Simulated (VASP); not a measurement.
# Mg (P6_3/mmc) in VASP: further runs, part 2 of 2

VASP 6.6.1. Earlier steps stand in the parts before.

## 3. Relaxation of cell and atoms, LDA

Input file INCAR:

```
ALGO     = Normal         # electronic algorithm
EDIFF    = 1E-6           # SCF threshold, eV
EDIFFG   = -0.01          # ionic threshold
ENCUT    = 600            # plane-wave cutoff, eV
IBRION   = 2              # ionic algorithm
ISIF     = 3              # what is computed and relaxed
ISMEAR   = -1             # smearing method
LASPH    = T              # aspherical terms in the spheres
LCHARG   = F              # write CHGCAR
LREAL    = F              # projectors in reciprocal space
LWAVE    = F              # write WAVECAR
NELM     = 100            # most SCF steps
NSW      = 60             # ionic steps
PREC     = Accurate       # precision mode
SIGMA    = 0.05           # smearing width, eV
```

Input file KPOINTS:

```
k-points
0
Gamma
  10 10 3
```

Input file POSCAR:

```
Mg
1.0
    3.1768261656      0.0000000000      0.0000000000
   -1.5884130828      2.7512121628      0.0000000000
    0.0000000000      0.0000000000     10.3188620100
Mg
4
Direct
    0.6666666667      0.3333333333      0.7500000000
    0.0000000000      0.0000000000      0.5000000000
    0.3333333333      0.6666666667      0.2500000000
    0.0000000000      0.0000000000      0.0000000000
```

Potentials or basis: VASP PAW LDA potentials, release 64 (Mg).

On the command line:

```console
$ cat potpaw_LDA.64/Mg/POTCAR > POTCAR
$ mpirun -np 1 vasp_std > vasp.out
```

It took 2 min on 1 thread of Intel Xeon 8259CL, shared host; peak memory 0.21 GiB.

The run converged. Its results:

| Item | Value |
| --- | --- |
| Free energy | -7.2243 eV |
| Relaxed volume | 21.56 Å³/atom |
| Relaxed cell | a = 3.113 Å, b = 3.113 Å, c = 10.275 Å, α = 90.00°, β = 90.00°, γ = 120.00° |
| Space group after relaxing (to 0.1 Å) | P6_3/mmc (No. 194) |
| Energy gained by relaxing | 5.9 meV/atom |
| Ionic steps | 6 |
| Pressure after relaxing | 0.0 GPa |
| Band gap on the k mesh | zero (bands 4 and 5 overlap by 2.03 eV) |

The path:
| step | energy change (eV) | largest force (eV/Å) | pressure (GPa) | volume (Å³) |
| --- | --- | --- | --- | --- |
| 1 | 0.0000 | 0.0000 | -1.62 | 90.19 |
| 2 | -0.0213 | 0.0000 | -0.42 | 87.25 |
| 3 | -0.0230 | 0.0000 | 0.06 | 86.20 |
| 4 | -0.0230 | 0.0000 | 0.09 | 86.13 |
| 5 | -0.0235 | 0.0000 | 0.06 | 86.19 |
| 6 | -0.0235 | 0.0000 | 0.04 | 86.24 |

Final structure:
```
CELL_PARAMETERS angstrom
3.11326 0.00000 0.00000
-1.55663 2.69616 0.00000
0.00000 0.00000 10.27473
ATOMIC_POSITIONS crystal
Mg 0.66667 0.33333 0.75000
Mg 0.00000 0.00000 0.50000
Mg 0.33333 0.66667 0.25000
Mg 0.00000 0.00000 0.00000
```

Levels at points of the mesh, in eV from the Fermi level:
```csv
k point,band 1,band 2,band 3,band 4,band 5,band 6,band 7,band 8
"(0.00, 0.00, 0.00)",-7.32,-5.90,-5.90,-1.96,-1.55,4.82,4.82,11.35
"(0.50, 0.00, 0.00)",-2.30,-2.28,-1.23,-1.19,-0.63,-0.58,2.69,2.85
```

## 4. Single point, LDA (21.19 Å³/atom)

This run uses another cell than the first one, of 21.19 Å³/atom.

Input file INCAR:

```
SYSTEM = Mg
  ALGO = Normal
  EDIFF = 1E-6
  ENCUT = 520
  ISIF = 2
  ISMEAR = -1
  LASPH = .TRUE.
  LCHARG = .FALSE.
  LREAL = .FALSE.
  LWAVE = .FALSE.
  NBANDS = 12
  NELM = 100
  PREC = Accurate
  SIGMA = 0.05
```

Input file KPOINTS:

```
k-points
0
G
  10 10 3
  0 0 0
```

Input file POSCAR:

```
Mg
1.0
    3.1119747816      0.0000000000      0.0000000000
   -1.5559873908      2.6950492168      0.0000000000
    0.0000000000      0.0000000000     10.1082138827
Mg
4
Direct
    0.6666666667      0.3333333333      0.7500000000
    0.0000000000      0.0000000000      0.5000000000
    0.3333333333      0.6666666667      0.2500000000
    0.0000000000      0.0000000000      0.0000000000
```

Potentials or basis: VASP PAW LDA potentials, release 64 (Mg).

On the command line:

```console
$ cat potpaw_LDA.64/Mg/POTCAR > POTCAR
$ mpirun -np 1 vasp_std > vasp.out
```

OUTCAR:

```text
SYSTEM = Mg
   EDIFF = 1E-6
   ENCUT = 520
   ISIF = 2
   ISMEAR = -1
   LASPH = .TRUE.
   LREAL = .FALSE.
   NELM = 100
   PREC = Accurate

 ion  position               nearest neighbor table
   1  0.667  0.333  0.750-   2 3.10   4 3.10   2 3.10   4 3.10   2 3.10   4 3.10
   2  0.000  0.000  0.500-   1 3.10   3 3.10   3 3.10   1 3.10   1 3.10   3 3.10
   3  0.333  0.667  0.250-   2 3.10   4 3.10   2 3.10   4 3.10   2 3.10   4 3.10
   4  0.000  0.000  0.000-   1 3.10   3 3.10   3 3.10   1 3.10   1 3.10   3 3.10

  LATTYP: Found a hexagonal cell.
 ALAT       =     3.1119747816
 C/A-ratio  =     3.2481670297

  Lattice vectors:

 A1 = (   3.1119747816,   0.0000000000,   0.0000000000)
 A2 = (  -1.5559873908,   2.6950492168,   0.0000000000)
 A3 = (   0.0000000000,   0.0000000000,  10.1082138827)

Analysis of symmetry for initial positions (statically):
=====================================================================
 Subroutine PRICEL returns:
 Original cell was already a primitive cell.

 Routine SETGRP: Setting up the symmetry group for a
 hexagonal supercell.

 Subroutine GETGRP returns: Found 24 space group operations
[... 181 lines left out ...]
      2      -2.9103      2.00000
      3      -2.9084      2.00000
      4       1.1107      2.00000
      5       1.6209      2.00000
      6       8.1348      0.00000
      7       8.1448      0.00000
      8      14.2941      0.00000
      9      14.2941      0.00000
     10      14.4028      0.00000
     11      14.4028      0.00000
     12      15.0614      0.00000
[... 331 lines left out ...]
 k-point    24 :       0.4000    0.1000    0.3333
  band No.  band energies     occupation
      1       0.0337      2.00000
      2       0.4945      2.00000
      3       1.9380      2.00000
      4       2.1139      2.00000
      5       2.7465      1.98795
      6       3.7082      0.00000
      7       4.4141      0.00000
      8       5.6421      0.00000
      9       7.1019      0.00000
     10       7.8499      0.00000
     11       8.5430      0.00000
     12       9.3598      0.00000

 [... further k-points ...]
[... 5 lines left out ...]
  --------------------------------------------------------------------------------------
  -------------------------------------------------------------------------------------
  Total        0.2324602      0.2324602      0.6941732      0.0000000     -0.0000000     -0.0000000
  in kB        4.3932110      4.3932110     13.1190145      0.0000000     -0.0000000     -0.0000000
  external PRESSURE =       7.3018122 kB  Pullay stress =       0.0000000 kB

 VOLUME and BASIS-vectors are now :
 -----------------------------------------------------------------------------
  energy-cutoff  :      520.00
  volume of cell :       84.78
      direct lattice vectors                 reciprocal lattice vectors
     3.111974782  0.000000000  0.000000000     0.321339365  0.185525369  0.000000000
    -1.555987391  2.695049217  0.000000000     0.000000000  0.371050738  0.000000000
     0.000000000  0.000000000 10.108213883     0.000000000  0.000000000  0.098929446

 POSITION                                       TOTAL-FORCE (eV/Angst)
 -----------------------------------------------------------------------------------
      1.55599      0.89835      7.58116         0.000000      0.000000     -0.000000
      0.00000      0.00000      5.05411         0.000000      0.000000      0.000000
     -0.00000      1.79670      2.52705        -0.000000      0.000000      0.000000
      0.00000      0.00000      0.00000         0.000000      0.000000      0.000000
 -----------------------------------------------------------------------------------
    total drift:                                0.000000     -0.000000      0.000000

  FREE ENERGIE OF THE ION-ELECTRON SYSTEM (eV)
  ---------------------------------------------------
  free  energy   TOTEN  =        -7.2175110451 eV

  energy  without entropy=       -7.1988717999  energy(sigma->0) =       -7.20819142
```

It took 27 s on 1 thread of Intel Xeon 8259CL, shared host; peak memory 0.17 GiB.

Results:

```
Free energy            : -7.2175 eV
Pressure               : 0.7 GPa
Band gap on the k mesh : zero (bands 4 and 5 overlap by 1.92 eV)
```

Stress tensor (GPa, compression positive):
```
0.44 0.00 0.00
0.00 0.44 0.00
0.00 0.00 1.31
```

## 5. The runs side by side

| task | level | potentials or basis | cell | cutoff (eV) | gap on the mesh (eV) | pressure (GPa) | relaxed volume (Å³/atom) |
| --- | --- | --- | --- | --- | --- | --- | --- |
| relaxation of cell and atoms | PBE | VASP PAW PBE potentials, release 64 (Mg) | relaxed from a = 3.177, b = 3.177, c = 10.319 Å, angles 90.0, 90.0, 120.0°, 4 atoms | 600 | none | 0.0 | 23.06 |
| relaxation of cell and atoms | LDA | VASP PAW LDA potentials, release 64 (Mg) | relaxed from a = 3.177, b = 3.177, c = 10.319 Å, angles 90.0, 90.0, 120.0°, 4 atoms | 600 | none | 0.0 | 21.56 |
| single point | LDA | VASP PAW LDA potentials, release 64 (Mg) | a = 3.112, b = 3.112, c = 10.108 Å, angles 90.0, 90.0, 120.0°, 4 atoms | 520 | none | 0.7 | - |

Alike in all rows: no spin polarisation; k mesh 10 × 10 × 3; smearing fermi-dirac 0.05 eV.

Total energies depend on the potentials used, so only differences within one code and one set of settings carry meaning.
